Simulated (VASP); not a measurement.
# AlFe3 (Pm-3m) in VASP: single point with LDA

Aim: the single point of AlFe3 with LDA.

Program: VASP 6.6.1. These are calculated values, not measurements. Logs are shortened: lines on timing, memory, paths and dates and some standing lists are left out, and cuts for length are marked.

**1. The cell of the first run**

Symmetry: Pm-3m, No. 221, cubic system. Conventional cell: a = 3.487 Å, b = 3.487 Å, c = 3.487 Å, α = 90.00°, β = 90.00°, γ = 90.00°. Within 3.3 Å of Al (site symmetry m-3m) lie 12 Fe at 2.47 Å. Fe (site symmetry 4/mmm) has 4 Al at 2.47 Å and 8 Fe at 2.47 Å within 3.3 Å.

**2. Single point, LDA, collinear spin, ferromagnetic start**

File INCAR:

```
PREC = Accurate ; ENCUT = 690
EDIFF = 1E-6 ; ISMEAR = -1
SIGMA = 0.1 ; LREAL = False
LASPH = True ; NELM = 200
ALGO = Normal ; ISIF = 2
LWAVE = False ; LCHARG = False
ISPIN = 2 ; MAGMOM = 0 2.4 2.4 2.4
LORBIT = 11 ; LMAXMIX = 4
NBANDS = 38 ; GGA_COMPAT = False
```

File KPOINTS:

```
regular mesh
0
Gamma
  6 6 6
```

File POSCAR:

```
AlFe3
1.0
    3.4874732743      0.0000000000      0.0000000000
    0.0000000000      3.4874732743      0.0000000000
    0.0000000000      0.0000000000      3.4874732743
Al Fe
1 3
Direct
    0.0000000000      0.0000000000      0.0000000000
    0.0000000000      0.5000000000      0.5000000000
    0.5000000000      0.0000000000      0.5000000000
    0.5000000000      0.5000000000      0.0000000000
```

Potentials or basis: VASP PAW LDA potentials, release 64 (Al, Fe_sv).

Command:

```
> cat potpaw_LDA.64/Al/POTCAR potpaw_LDA.64/Fe_sv/POTCAR > POTCAR
> mpirun -np 1 vasp_std > vasp.out
```

OUTCAR:

```text
PREC = Accurate
   ENCUT = 690
   EDIFF = 1E-6
   ISMEAR = -1
   LREAL = False
   LASPH = True
   NELM = 200
   ISIF = 2
   ISPIN = 2
   LORBIT = 11

 ion  position               nearest neighbor table
   1  0.000  0.000  0.000-   2 2.47   3 2.47   4 2.47   2 2.47   3 2.47   2 2.47   4 2.47   2 2.47
                             3 2.47   4 2.47   3 2.47   4 2.47
   2  0.000  0.500  0.500-   1 2.47   3 2.47   4 2.47   1 2.47   4 2.47   1 2.47   3 2.47   1 2.47
                             3 2.47   4 2.47   4 2.47   3 2.47
   3  0.500  0.000  0.500-   1 2.47   2 2.47   4 2.47   1 2.47   4 2.47   2 2.47   4 2.47   4 2.47
                             1 2.47   2 2.47   1 2.47   2 2.47
   4  0.500  0.500  0.000-   1 2.47   2 2.47   3 2.47   2 2.47   3 2.47   1 2.47   3 2.47   3 2.47
                             1 2.47   2 2.47   2 2.47   1 2.47

  LATTYP: Found a simple cubic cell.
 ALAT       =     3.4874732743

  Lattice vectors:

 A1 = (   3.4874732743,   0.0000000000,   0.0000000000)
 A2 = (   0.0000000000,   3.4874732743,   0.0000000000)
 A3 = (   0.0000000000,   0.0000000000,   3.4874732743)

Analysis of symmetry for initial positions (statically):
=====================================================================
 Subroutine PRICEL returns:
 Original cell was already a primitive cell.

 Routine SETGRP: Setting up the symmetry group for a
 simple cubic supercell.

 Subroutine GETGRP returns: Found 48 space group operations
 (whereof 48 operations were pure point group operations)
 out of a pool of 48 trial point group operations.

The static configuration has the point symmetry O_h .

Analysis of symmetry for dynamics (positions and initial velocities):
=====================================================================
 Subroutine PRICEL returns:
 Original cell was already a primitive cell.

 Routine SETGRP: Setting up the symmetry group for a
 simple cubic supercell.

 Subroutine GETGRP returns: Found 48 space group operations
 (whereof 48 operations were pure point group operations)
 out of a pool of 48 trial point group operations.

The dynamic configuration has the point symmetry O_h .

Analysis of structural, dynamic, and magnetic symmetry:
=====================================================================
 Subroutine PRICEL returns:
 Original cell was already a primitive cell.

 Routine SETGRP: Setting up the symmetry group for a
 simple cubic supercell.

 Subroutine GETGRP returns: Found 48 space group operations
 (whereof 48 operations were pure point group operations)
 out of a pool of 48 trial point group operations.

The overall configuration has the point symmetry O_h .

 Subroutine INISYM returns: Found 48 space group operations
 (whereof 48 operations are pure point group operations),
 and found     1 'primitive' translations

----------------------------------------------------------------------------------------

                                     Primitive cell

  volume of cell :      42.4163

  direct lattice vectors                    reciprocal lattice vectors
     3.487473274  0.000000000  0.000000000     0.286740549  0.000000000  0.000000000
     0.000000000  3.487473274  0.000000000     0.000000000  0.286740549  0.000000000
     0.000000000  0.000000000  3.487473274     0.000000000  0.000000000  0.286740549

  length of vectors
     3.487473274  3.487473274  3.487473274     0.286740549  0.286740549  0.286740549

  position of ions in fractional coordinates (direct lattice)
     0.000000000  0.000000000  0.000000000
     0.000000000  0.500000000  0.500000000
     0.500000000  0.000000000  0.500000000
     0.500000000  0.500000000  0.000000000

  ion indices of the primitive-cell ions
   primitive index   ion index
                 1           1
                 2           2
                 3           3
                 4           4

----------------------------------------------------------------------------------------

 KPOINTS: regular mesh

Automatic generation of k-mesh.
 Grid dimensions read from file:
 generate k-points for:    6    6    6

 Generating k-lattice:

  Cartesian coordinates                     Fractional coordinates (reciprocal lattice)
     0.047790091  0.000000000  0.000000000     0.166666667  0.000000000  0.000000000
     0.000000000  0.047790091  0.000000000     0.000000000  0.166666667  0.000000000
     0.000000000  0.000000000  0.047790091     0.000000000  0.000000000  0.166666667

  Length of vectors
     0.047790091  0.047790091  0.047790091

  Shift w.r.t. Gamma in fractional coordinates (k-lattice)
     0.000000000  0.000000000  0.000000000

 Subroutine IBZKPT returns following result:
 ===========================================

 Found     20 irreducible k-points:

 Following reciprocal coordinates:
            Coordinates               Weight
  0.000000  0.000000  0.000000      1.000000
  0.166667  0.000000  0.000000      6.000000
  0.333333  0.000000  0.000000      6.000000
  0.500000  0.000000  0.000000      3.000000
  0.166667  0.166667  0.000000     12.000000
  0.333333  0.166667  0.000000     24.000000
[... 12 lines left out ...]
  0.500000  0.500000  0.333333      6.000000
  0.500000  0.500000  0.500000      1.000000
   k-points           NKPTS =     20   k-points in BZ     NKDIM =     20   number of bands    NBANDS=     38
   number of dos      NEDOS =    301   number of ions     NIONS =      4
   total plane-waves  NPLWV =  27000
   dimension x,y,z NGX =    30 NGY =   30 NGZ =   30
   dimension x,y,z NGXF=    60 NGYF=   60 NGZF=   60
   ions per type =               1   3
   NGX,Y,Z   is equivalent  to a cutoff of  14.30, 14.30, 14.30 a.u.
   NGXF,Y,Z  is equivalent  to a cutoff of  28.60, 28.60, 28.60 a.u.
 SYSTEM =  unknown system
   PREC   = accura    normal or accurate (medium, high low for compatibility)
   ISTART =      0    job   : 0-new  1-cont  2-samecut
   ICHARG =      2    charge: 1-file 2-atom 10-const
   ISPIN  =      2    spin polarized calculation?
   LNONCOLLINEAR =      F non collinear calculations
   LSORBIT =      F    spin-orbit coupling
   LASPH  =      T    aspherical Exc in radial PAW
   ENCUT  =  690.0 eV  50.71 Ry    7.12 a.u.   7.47  7.47  7.47*2*pi/ulx,y,z
   NELM   =    200;   NELMIN=  2; NELMDL= -5     # of ELM steps
   EDIFF  = 0.1E-05   stopping-criterion for ELM
   LREAL  =      F    real-space projection
   EDIFFG = 0.1E-04   stopping-criterion for IOM
   NSW    =      0    number of steps for IOM
   IBRION =     -1    ionic relax: 0-MD 1-quasi-New 2-CG
   NFREE  =      0    steps in history (QN), initial steepest desc. (CG)
   ISIF   =      2    stress and relaxation
   ISYM   =      2    0-nonsym 1-usesym 2-fastsym
   POTIM  = 0.5000    time-step for ionic-motion
   TEBEG  =    0.0;   TEEND  =   0.0 temperature during run
   PSTRESS=    0.0 pullay stress
   NELECT =      51.0000    total number of electrons
   NUPDOWN=      -1.0000    fix difference up-down
   EMIN   =  10.00;   EMAX   =-10.00  energy-range for DOS
   EFERMI =   0.00;   METHOD = LEGACY
   ISMEAR =    -1;   SIGMA  =   0.10  broadening in eV -4-tet -1-fermi 0-gaus
   EFERMI_NEDOS =   21; number of points for ismear=-14 and -15
   IALGO  =     38    algorithm
   IMIX   =      4    mixing-type and parameters
     AMIX     =   0.40;   BMIX     =  1.00
     AMIX_MAG =   1.60;   BMIX_MAG =  1.00
  volume/ion in A,a.u.               =      10.60        71.56
  Fermi-wavevector in a.u.,A,eV,Ry     =   1.740821  3.289674 41.231859  3.030456
  Thomas-Fermi vector in A             =   2.813396
   LORBIT       =     11    0 simple, 1 ext, 2 COOP (PROOUT), +10 PAW based schemes
   GGA     = CA    functional components
   LHFCALC =     F    Hartree Fock is set to
   AEXX    =    0.0000 exact exchange contribution
   IVDW    =     0    specifies the selected vdW correction
   LEPSILON=     F    determine dielectric tensor
   LRPA    =     F    only Hartree local field effects (RPA)
 spin polarized calculation
  energy-cutoff  :      690.00
  volume of cell :       42.42
 maximum number of plane-waves:      1775
 NGX is ok and might be reduce to    30
   NGX = 15   NGY = 15   NGZ = 15

 number of electron      51.0000045 magnetization       5.0292832

 Free energy of the ion-electron system (eV)
  ---------------------------------------------------
  ext. energy  EPLUGINS =         0.00000000
  ---------------------------------------------------
  free energy    TOTEN  =       -32.85166625 eV

  energy without entropy =      -32.69386311  energy(sigma->0) =      -32.77276468

 E-fermi :  12.8347     XC(G=0): -13.9212

 val. band max:       12.8286047309   @ k =   0.0000   0.0000   0.0000
 cond. band min:      12.8384628365   @ k =   0.5000   0.5000   0.0000
 fundamental gap:      0.0098581057
 Fermi energy:        12.8347081167

 spin component 1

 k-point     1 :       0.0000    0.0000    0.0000
  band No.  band energies     occupation
      1     -74.0624      1.00000
      2     -73.9575      1.00000
      3     -73.9575      1.00000
      4     -40.7927      1.00000
      5     -40.7927      1.00000
      6     -40.7927      1.00000
[... 789 lines left out ...]
     36      31.3099      0.00000
     37      31.3099      0.00000
 Fermi energy:        12.8347081167

 spin component 2

 k-point     1 :       0.0000    0.0000    0.0000
  band No.  band energies     occupation
      1     -72.2888      1.00000
      2     -72.1778      1.00000
      3     -72.1778      1.00000
      4     -39.0788      1.00000
      5     -39.0788      1.00000
      6     -39.0788      1.00000
[... 789 lines left out ...]
     36      31.4634      0.00000
     37      31.4635      0.00000
 [bands above 37 left out]

------------------------ aborting loop because EDIFF is reached ----------------------------------------

  FORCE on cell =-STRESS in cart. coord.  units (eV):
  Direction    XX          YY          ZZ          XY          YZ          ZX
  --------------------------------------------------------------------------------------
  -------------------------------------------------------------------------------------
  Total        1.5650045      1.5650045      1.5650045      0.0000000      0.0000000     -0.0000000
  in kB       59.1144302     59.1144302     59.1144302      0.0000000      0.0000000     -0.0000000
  external PRESSURE =      59.1144302 kB  Pullay stress =       0.0000000 kB

 VOLUME and BASIS-vectors are now :
 -----------------------------------------------------------------------------
  energy-cutoff  :      690.00
  volume of cell :       42.42
      direct lattice vectors                 reciprocal lattice vectors
     3.487473274  0.000000000  0.000000000     0.286740549  0.000000000  0.000000000
     0.000000000  3.487473274  0.000000000     0.000000000  0.286740549  0.000000000
     0.000000000  0.000000000  3.487473274     0.000000000  0.000000000  0.286740549

 POSITION                                       TOTAL-FORCE (eV/Angst)
 -----------------------------------------------------------------------------------
      0.00000      0.00000      0.00000         0.000000      0.000000      0.000000
      0.00000      1.74374      1.74374         0.000000      0.000000      0.000000
      1.74374      0.00000      1.74374         0.000000      0.000000      0.000000
      1.74374      1.74374      0.00000         0.000000      0.000000      0.000000
 -----------------------------------------------------------------------------------
    total drift:                                0.000000      0.000000     -0.000000

  FREE ENERGIE OF THE ION-ELECTRON SYSTEM (eV)
  ---------------------------------------------------
  free  energy   TOTEN  =       -32.8516662484 eV

  energy  without entropy=      -32.6938631102  energy(sigma->0) =      -32.77276468

 total charge

# of ion       s       p       d       tot
------------------------------------------
    1        0.432   0.488   0.000   0.920
    2        2.200   6.049   5.597  13.846
    3        2.200   6.049   5.597  13.846
    4        2.200   6.049   5.597  13.846
--------------------------------------------------
tot          7.031  18.634  16.792  42.457

 magnetization (x)

# of ion       s       p       d       tot
------------------------------------------
    1       -0.006  -0.037   0.000  -0.044
    2        0.004   0.006   1.592   1.603
    3        0.004   0.006   1.592   1.603
    4        0.004   0.006   1.592   1.603
--------------------------------------------------
tot          0.006  -0.019   4.777   4.765
```

Wall time 42 s (1 thread of Intel Xeon Platinum 8488C (Sapphire Rapids), shared host); peak memory 0.2 GiB.

What came out:

* Free energy: -32.8517 eV
* Pressure: 5.9 GPa
* Band gap on the k mesh: zero (filled and empty bands overlap)
* Net moment: 5.03 μB per cell
* Site moments: Al -0.04; Fe +1.60 μB
* Valence electrons inside the program's atomic spheres: Al 0.92; Fe 13.85

Levels at points of the mesh, in eV from the Fermi level:
Spin up:
| k point | band 26 | band 27 | band 28 | band 29 | band 30 | band 31 |
| --- | --- | --- | --- | --- | --- | --- |
| (0.00, 0.00, 0.00) | 0.55 | 0.55 | 0.55 | 0.87 | 0.87 | 0.87 |
| (0.50, 0.00, 0.00) | -1.21 | -1.07 | -0.49 | 0.55 | 6.18 | 6.18 |
| (0.50, 0.50, 0.00) | -1.35 | -0.97 | -0.78 | -0.52 | 1.59 | 1.59 |
| (0.50, 0.50, 0.50) | -1.13 | -1.13 | -0.27 | 0.25 | 0.25 | 0.25 |
Spin down:
```tsv
k point	band 19	band 20	band 21	band 22	band 23	band 24	band 25	band 26	band 27	band 28
(0.00, 0.00, 0.00)	-2.97	-0.01	-0.01	-0.01	1.10	1.10	1.10	1.26	1.26	1.76
(0.50, 0.00, 0.00)	-2.03	-1.23	-1.23	-0.69	-0.59	0.18	0.21	0.21	0.48	1.36
(0.50, 0.50, 0.00)	-1.81	-1.81	-1.09	-1.09	-0.07	0.00	0.06	0.06	0.56	0.70
(0.50, 0.50, 0.50)	-2.01	-1.07	-1.07	-1.07	0.05	0.05	0.05	0.10	0.51	0.51
```

Caveat: the cell stands under pressure.
